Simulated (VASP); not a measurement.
# MoAuS3 (Pm-3m) in VASP: single point with PBE

Aim: the single point of MoAuS3 with PBE.

All numbers are computed with VASP 6.6.1; they aren't measurements. Logs are shortened: lines on timing, memory, paths and dates and some standing lists are left out, and cuts for length are marked.

### Step 1. The cell of the first run

Symmetry: Pm-3m, No. 221, cubic system. The conventional cell has a = 5.178 Å, b = 5.178 Å, c = 5.178 Å, α = 90.00°, β = 90.00°, γ = 90.00°. Mo (site symmetry m-3m) has 12 S at 3.66 Å and 8 Au at 4.48 Å within 4.8 Å. Within 3.4 Å of S (site symmetry 4/mmm) lie 2 Au at 2.59 Å. Within 3.4 Å of Au (site symmetry m-3m) lie 6 S at 2.59 Å.

The cell was generated, and may not be a known phase.

### Step 2. Single point, PBE, collinear spin

Input file INCAR:

```
SYSTEM = MoAuS3
ALGO = Normal
EDIFF = 1E-7
ENCUT = 520
GGA = PE
ISIF = 2
ISMEAR = 0
ISPIN = 2
LASPH = .TRUE.
LCHARG = .TRUE.
LELF = .TRUE.
LMAXMIX = 4
LORBIT = 11
LREAL = .FALSE.
LVHAR = .TRUE.
LWAVE = .FALSE.
MAGMOM = 1 0 0 0 0
NBANDS = 34
NELM = 150
PREC = Accurate
SIGMA = 0.1
```

Input file KPOINTS:

```
k-points
0
G
  4 4 4
  0 0 0
```

Input file POSCAR:

```
MoAuS3
1.0
    5.1779345400      0.0000000000      0.0000000000
    0.0000000000      5.1779345400      0.0000000000
    0.0000000000      0.0000000000      5.1779345400
Mo S Au
1 3 1
Direct
    0.0000000000      0.0000000000      0.0000000000
    0.0000000000      0.5000000000      0.5000000000
    0.5000000000      0.0000000000      0.5000000000
    0.5000000000      0.5000000000      0.0000000000
    0.5000000000      0.5000000000      0.5000000000
```

Potentials or basis: VASP PAW PBE potentials, release 64 (Mo_sv, S, Au).

Command:

```
cat potpaw_PBE.64/Mo_sv/POTCAR potpaw_PBE.64/S/POTCAR potpaw_PBE.64/Au/POTCAR > POTCAR
mpirun -np 1 vasp_std > vasp.out
```

OUTCAR:

```text
SYSTEM = MoAuS3
   EDIFF = 1E-7
   ENCUT = 520
   GGA = PE
   ISIF = 2
   ISMEAR = 0
   ISPIN = 2
   LASPH = .TRUE.
   LORBIT = 11
   LREAL = .FALSE.
   NELM = 150
   PREC = Accurate

 ion  position               nearest neighbor table
   1  0.000  0.000  0.000-
   2  0.000  0.500  0.500-   5 2.59   5 2.59
   3  0.500  0.000  0.500-   5 2.59   5 2.59
   4  0.500  0.500  0.000-   5 2.59   5 2.59
   5  0.500  0.500  0.500-   2 2.59   3 2.59   4 2.59   4 2.59   3 2.59   2 2.59

  LATTYP: Found a simple cubic cell.
 ALAT       =     5.1779345400

  Lattice vectors:

 A1 = (   5.1779345400,   0.0000000000,   0.0000000000)
 A2 = (   0.0000000000,   5.1779345400,   0.0000000000)
 A3 = (   0.0000000000,   0.0000000000,   5.1779345400)

Analysis of symmetry for initial positions (statically):
=====================================================================
 Subroutine PRICEL returns:
 Original cell was already a primitive cell.

 Routine SETGRP: Setting up the symmetry group for a
 simple cubic supercell.

 Subroutine GETGRP returns: Found 48 space group operations
 (whereof 48 operations were pure point group operations)
 out of a pool of 48 trial point group operations.

The static configuration has the point symmetry O_h .

Analysis of symmetry for dynamics (positions and initial velocities):
=====================================================================
 Subroutine PRICEL returns:
 Original cell was already a primitive cell.

 Routine SETGRP: Setting up the symmetry group for a
 simple cubic supercell.

 Subroutine GETGRP returns: Found 48 space group operations
 (whereof 48 operations were pure point group operations)
 out of a pool of 48 trial point group operations.

The dynamic configuration has the point symmetry O_h .

Analysis of structural, dynamic, and magnetic symmetry:
=====================================================================
 Subroutine PRICEL returns:
 Original cell was already a primitive cell.

 Routine SETGRP: Setting up the symmetry group for a
 simple cubic supercell.

 Subroutine GETGRP returns: Found 48 space group operations
 (whereof 48 operations were pure point group operations)
 out of a pool of 48 trial point group operations.

The overall configuration has the point symmetry O_h .

 Subroutine INISYM returns: Found 48 space group operations
 (whereof 48 operations are pure point group operations),
 and found     1 'primitive' translations

----------------------------------------------------------------------------------------

                                     Primitive cell

  volume of cell :     138.8256

  direct lattice vectors                    reciprocal lattice vectors
     5.177934540  0.000000000  0.000000000     0.193127200  0.000000000  0.000000000
     0.000000000  5.177934540  0.000000000     0.000000000  0.193127200  0.000000000
     0.000000000  0.000000000  5.177934540     0.000000000  0.000000000  0.193127200

  length of vectors
     5.177934540  5.177934540  5.177934540     0.193127200  0.193127200  0.193127200

  position of ions in fractional coordinates (direct lattice)
     0.000000000  0.000000000  0.000000000
     0.000000000  0.500000000  0.500000000
     0.500000000  0.000000000  0.500000000
     0.500000000  0.500000000  0.000000000
     0.500000000  0.500000000  0.500000000

  ion indices of the primitive-cell ions
   primitive index   ion index
                 1           1
                 2           2
                 3           3
                 4           4
                 5           5

----------------------------------------------------------------------------------------

 KPOINTS: k-points

Automatic generation of k-mesh.
 Grid dimensions read from file:
 generate k-points for:    4    4    4

 Generating k-lattice:

  Cartesian coordinates                     Fractional coordinates (reciprocal lattice)
     0.048281800  0.000000000  0.000000000     0.250000000  0.000000000  0.000000000
     0.000000000  0.048281800  0.000000000     0.000000000  0.250000000  0.000000000
     0.000000000  0.000000000  0.048281800     0.000000000  0.000000000  0.250000000

  Length of vectors
     0.048281800  0.048281800  0.048281800

  Shift w.r.t. Gamma in fractional coordinates (k-lattice)
     0.000000000  0.000000000  0.000000000

 Subroutine IBZKPT returns following result:
 ===========================================

 Found     10 irreducible k-points:

 Following reciprocal coordinates:
            Coordinates               Weight
  0.000000  0.000000  0.000000      1.000000
  0.250000  0.000000  0.000000      6.000000
  0.500000  0.000000  0.000000      3.000000
  0.250000  0.250000  0.000000     12.000000
  0.500000  0.250000  0.000000     12.000000
  0.500000  0.500000  0.000000      3.000000
  0.250000  0.250000  0.250000      8.000000
  0.500000  0.250000  0.250000     12.000000
  0.500000  0.500000  0.250000      6.000000
  0.500000  0.500000  0.500000      1.000000
   k-points           NKPTS =     10   k-points in BZ     NKDIM =     10   number of bands    NBANDS=     34
   number of dos      NEDOS =    301   number of ions     NIONS =      5
   total plane-waves  NPLWV =  64000
   dimension x,y,z NGX =    40 NGY =   40 NGZ =   40
   dimension x,y,z NGXF=    80 NGYF=   80 NGZF=   80
   ions per type =               1   3   1
   NGX,Y,Z   is equivalent  to a cutoff of  12.84, 12.84, 12.84 a.u.
   NGXF,Y,Z  is equivalent  to a cutoff of  25.69, 25.69, 25.69 a.u.
 SYSTEM =  MoAuS3
   PREC   = accura    normal or accurate (medium, high low for compatibility)
   ISTART =      0    job   : 0-new  1-cont  2-samecut
   ICHARG =      2    charge: 1-file 2-atom 10-const
   ISPIN  =      2    spin polarized calculation?
   LNONCOLLINEAR =      F non collinear calculations
   LSORBIT =      F    spin-orbit coupling
   LASPH  =      T    aspherical Exc in radial PAW
   ENCUT  =  520.0 eV  38.22 Ry    6.18 a.u.   9.63  9.63  9.63*2*pi/ulx,y,z
   NELM   =    150;   NELMIN=  2; NELMDL= -5     # of ELM steps
   EDIFF  = 0.1E-06   stopping-criterion for ELM
   LREAL  =      F    real-space projection
   EDIFFG = 0.1E-05   stopping-criterion for IOM
   NSW    =      0    number of steps for IOM
   IBRION =     -1    ionic relax: 0-MD 1-quasi-New 2-CG
   NFREE  =      0    steps in history (QN), initial steepest desc. (CG)
   ISIF   =      2    stress and relaxation
   ISYM   =      2    0-nonsym 1-usesym 2-fastsym
   POTIM  = 0.5000    time-step for ionic-motion
   TEBEG  =    0.0;   TEEND  =   0.0 temperature during run
   PSTRESS=    0.0 pullay stress
   NELECT =      43.0000    total number of electrons
   NUPDOWN=      -1.0000    fix difference up-down
   EMIN   =  10.00;   EMAX   =-10.00  energy-range for DOS
   EFERMI =   0.00;   METHOD = LEGACY
   ISMEAR =     0;   SIGMA  =   0.10  broadening in eV -4-tet -1-fermi 0-gaus
   EFERMI_NEDOS =   21; number of points for ismear=-14 and -15
   IALGO  =     38    algorithm
   IMIX   =      4    mixing-type and parameters
     AMIX     =   0.40;   BMIX     =  1.00
     AMIX_MAG =   1.60;   BMIX_MAG =  1.00
  volume/ion in A,a.u.               =      27.77       187.37
  Fermi-wavevector in a.u.,A,eV,Ry     =   1.107663  2.093180 16.693232  1.226918
  Thomas-Fermi vector in A             =   2.244180
   LORBIT       =     11    0 simple, 1 ext, 2 COOP (PROOUT), +10 PAW based schemes
   GGA     = PE    functional components
   LHFCALC =     F    Hartree Fock is set to
   AEXX    =    0.0000 exact exchange contribution
   IVDW    =     0    specifies the selected vdW correction
   LEPSILON=     F    determine dielectric tensor
   LRPA    =     F    only Hartree local field effects (RPA)
 spin polarized calculation
 Gauss-broadening in eV      SIGMA  =   0.10
  energy-cutoff  :      520.00
  volume of cell :      138.83
 maximum number of plane-waves:      3771
 NGX is ok and might be reduce to    40
   NGX = 19   NGY = 19   NGZ = 19

 number of electron      42.9999991 magnetization       3.4236859

 Free energy of the ion-electron system (eV)
  ---------------------------------------------------
  ext. energy  EPLUGINS =         0.00000000
  ---------------------------------------------------
  free energy    TOTEN  =       -19.77526274 eV

  energy without entropy =      -19.74302768  energy(sigma->0) =      -19.75914521

 E-fermi :   2.8048     XC(G=0):  -8.9533

 val. band max:        2.7855555675   @ k =   0.2500   0.2500   0.2500
 cond. band min:       2.8467439164   @ k =   0.5000   0.2500   0.2500
 fundamental gap:      0.0611883489
 Fermi energy:         2.8048029845

 spin component 1

 k-point     1 :       0.0000    0.0000    0.0000
  band No.  band energies     occupation
      1     -58.9570      1.00000
      2     -33.1493      1.00000
      3     -33.1493      1.00000
      4     -33.1493      1.00000
      5      -9.7130      1.00000
      6      -8.6469      1.00000
[... 349 lines left out ...]
     32       9.7973      0.00000
     33       9.7973      0.00000
 Fermi energy:         2.8048029845

 spin component 2

 k-point     1 :       0.0000    0.0000    0.0000
  band No.  band energies     occupation
      1     -56.5071      1.00000
      2     -30.4296      1.00000
      3     -30.4296      1.00000
      4     -30.4296      1.00000
      5      -9.9697      1.00000
      6      -8.9366      1.00000
[... 349 lines left out ...]
     32      10.8490      0.00000
     33      10.8490      0.00000
 [bands above 33 left out]

------------------------ aborting loop because EDIFF is reached ----------------------------------------

  FORCE on cell =-STRESS in cart. coord.  units (eV):
  Direction    XX          YY          ZZ          XY          YZ          ZX
  --------------------------------------------------------------------------------------
  -------------------------------------------------------------------------------------
  Total       -8.4422491     -8.4422491     -8.4422491      0.0000000     -0.0000000     -0.0000000
  in kB      -97.4314299    -97.4314299    -97.4314299      0.0000000     -0.0000000     -0.0000000
  external PRESSURE =     -97.4314299 kB  Pullay stress =       0.0000000 kB

 VOLUME and BASIS-vectors are now :
 -----------------------------------------------------------------------------
  energy-cutoff  :      520.00
  volume of cell :      138.83
      direct lattice vectors                 reciprocal lattice vectors
     5.177934540  0.000000000  0.000000000     0.193127200  0.000000000  0.000000000
     0.000000000  5.177934540  0.000000000     0.000000000  0.193127200  0.000000000
     0.000000000  0.000000000  5.177934540     0.000000000  0.000000000  0.193127200

 POSITION                                       TOTAL-FORCE (eV/Angst)
 -----------------------------------------------------------------------------------
      0.00000      0.00000      0.00000         0.000000      0.000000      0.000000
      0.00000      2.58897      2.58897         0.000000      0.000000      0.000000
      2.58897      0.00000      2.58897         0.000000      0.000000      0.000000
      2.58897      2.58897      0.00000         0.000000      0.000000      0.000000
      2.58897      2.58897      2.58897         0.000000      0.000000      0.000000
 -----------------------------------------------------------------------------------
    total drift:                                0.000000      0.000000     -0.000000

  FREE ENERGIE OF THE ION-ELECTRON SYSTEM (eV)
  ---------------------------------------------------
  free  energy   TOTEN  =       -19.7752627352 eV

  energy  without entropy=      -19.7430276795  energy(sigma->0) =      -19.75914521

 total charge

# of ion       s       p       d       tot
------------------------------------------
    1        2.095   5.973   3.802  11.870
    2        1.379   2.173   0.000   3.552
    3        1.379   2.173   0.000   3.552
    4        1.379   2.173   0.000   3.552
    5        0.541   0.318   8.623   9.482
--------------------------------------------------
tot          6.773  12.810  12.425  32.008

 magnetization (x)

# of ion       s       p       d       tot
------------------------------------------
    1        0.053   0.023   3.604   3.680
    2       -0.002  -0.216   0.000  -0.217
    3       -0.002  -0.216   0.000  -0.217
    4       -0.002  -0.216   0.000  -0.217
    5        0.006   0.011   0.020   0.037
--------------------------------------------------
tot          0.054  -0.613   3.625   3.066
```

It took 2.4 min on 1 thread of Oxide Virtual Turin-like, shared host; peak memory 0.28 GiB.

What came out:

```
Free energy                                           : -19.7753 eV
Pressure                                              : -9.7 GPa
Net moment                                            : 3.42 μB per cell
Site moments                                          : Mo +3.68; S -0.22; Au +0.04 μB
Valence electrons inside the program's atomic spheres : Mo 11.87; S 3.55; Au 9.48
```

Levels at points of the mesh, in eV from the Fermi level:
Spin up:
```csv
k point,band 20,band 21,band 22,band 23,band 24,band 25,band 26,band 27
"(0.00, 0.00, 0.00)",-0.86,-0.73,-0.73,-0.73,-0.60,-0.60,-0.60,-0.09
"(0.50, 0.00, 0.00)",-0.86,-0.82,-0.68,-0.68,0.10,0.20,0.20,2.41
"(0.50, 0.50, 0.00)",-0.94,-0.79,-0.65,0.31,0.31,0.43,2.04,2.44
"(0.50, 0.50, 0.50)",-0.77,-0.77,0.19,0.19,0.19,0.48,2.06,2.06
```
Spin down:
```csv
k point,band 18,band 19,band 20,band 21,band 22,band 23
"(0.00, 0.00, 0.00)",-1.13,-0.84,-0.84,-0.84,0.34,1.77
"(0.50, 0.00, 0.00)",-1.03,-1.03,-0.98,-0.98,1.94,2.09
"(0.50, 0.50, 0.00)",-1.09,-1.09,-0.33,1.97,2.02,2.15
"(0.50, 0.50, 0.50)",-0.25,-0.25,1.94,1.94,1.94,1.99
```

Caveat: the cell stands under tension; spin-orbit coupling is left out, which moves the levels of the heavy elements.
